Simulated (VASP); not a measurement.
**KI: single point with LDA**

Crystal: KI.

```xyz
2
Lattice="0.0000 3.3199 3.4109 3.3199 0.0000 3.4109 3.3199 3.3199 0.0000" Properties=species:S:1:pos:R:3 pbc="T T T"
K     0.0000    0.0000   -0.0988
I     3.3199    3.3199    3.4414
```

This cell differs from its parent crystal: atoms displaced along a vibrational mode, the cell strained.

```
Program                : VASP 6.6.1
Task                   : single point
Functional             : LDA
Potentials or basis    : VASP PAW LDA potentials, release 64 (K_sv, I)
Cutoff                 : 520 eV
k mesh                 : 6 × 6 × 6
Occupations            : gaussian, width 0.05 eV
Spin                   : no spin polarisation
Dipole correction      : no
Further INCAR settings : ALGO = Normal; EDIFF = 1e-07; NBANDS = 15
```

The pressure is 1.2 GPa, the largest force is 0.184 eV/Å and the band gap on the k mesh is 4.02 eV.

Forces on the atoms (eV/Å):
```
K    0.000  0.000  0.184
I    0.000  0.000 -0.184
```

Stress tensor (GPa, compression positive):
```
1.45 0.00 0.00
0.00 1.45 0.00
0.00 0.00 0.61
```

Levels at points of the mesh, in eV from the valence-band top:
| k point | band 6 | band 7 | band 8 | band 9 | band 10 | band 11 |
| --- | --- | --- | --- | --- | --- | --- |
| (0.00, 0.00, 0.00) | -0.03 | 0.00 | 0.00 | 4.02 | 6.05 | 6.24 |
| (0.50, 0.00, 0.00) | -1.81 | -0.53 | -0.51 | 5.39 | 7.75 | 8.22 |
| (0.50, 0.50, 0.00) | -1.34 | -0.44 | -0.44 | 4.38 | 5.87 | 8.04 |
| (0.50, 0.00, 0.50) | -1.29 | -0.52 | -0.49 | 4.38 | 5.85 | 8.10 |

It took 88 s on 1 thread of Intel Xeon 8259CL, with other jobs on the host, peak memory 0.19 GiB.

Caveat: the cell differs from its parent crystal (atoms displaced along a vibrational mode, the cell strained); spin-orbit coupling is left out, which moves the levels of the heavy elements. A k mesh can miss the band edges.
